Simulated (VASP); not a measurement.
Here is a VASP 6.6.1 calculation.

Contents of POSCAR:

```
HfN
1.0
    0.0000000000      2.2627350007      2.2627350007
    2.2627350007      0.0000000000      2.2627350007
    2.2627350007      2.2627350007      0.0000000000
Hf N
1 1
Direct
    0.0000000000      0.0000000000      0.0000000000
    0.5000000000      0.5000000000      0.5000000000
```

INCAR.step1

```
PREC = Accurate
ENCUT = 520
ISMEAR = 0
SIGMA = 0.1
LREAL = F
LASPH = T
NELM = 100
NBANDS = 14
GGA = PE
ALGO = Normal
EDIFF = 1E-4
LWAVE = T
LCHARG = F
```

File INCAR.step2:

```
PREC = Accurate
ENCUT = 520
EDIFF = 1E-7
ISMEAR = 0
SIGMA = 0.1
LREAL = F
LASPH = T
NELM = 100
ALGO = Normal
ISIF = 2
LWAVE = F
LCHARG = F
METAGGA = R2SCAN
LMIXTAU = T
NBANDS = 14
ISTART = 1
```

The input KPOINTS:

```
regular mesh
0
Gamma
  16 16 16
```

Potentials or basis: VASP PAW PBE potentials, release 64 (Hf_pv, N).

Command:

```bash
$ cat potpaw_PBE.64/Hf_pv/POTCAR potpaw_PBE.64/N/POTCAR > POTCAR
$ cp INCAR.step1 INCAR
$ mpirun -np 1 vasp_std > vasp.out
$ cp INCAR.step2 INCAR
$ mpirun -np 1 vasp_std > vasp.out
```

Question: Estimate the pressure.

Answer: -2.7 GPa.

Question: What does it give for the band gap on the k mesh?

Answer: Zero (an odd number of electrons rules out a gap without spin polarisation).

Caveat: the PAW data sets were made with another functional, which shifts forces and pressure a little; spin-orbit coupling is left out, which moves the levels of the heavy elements.
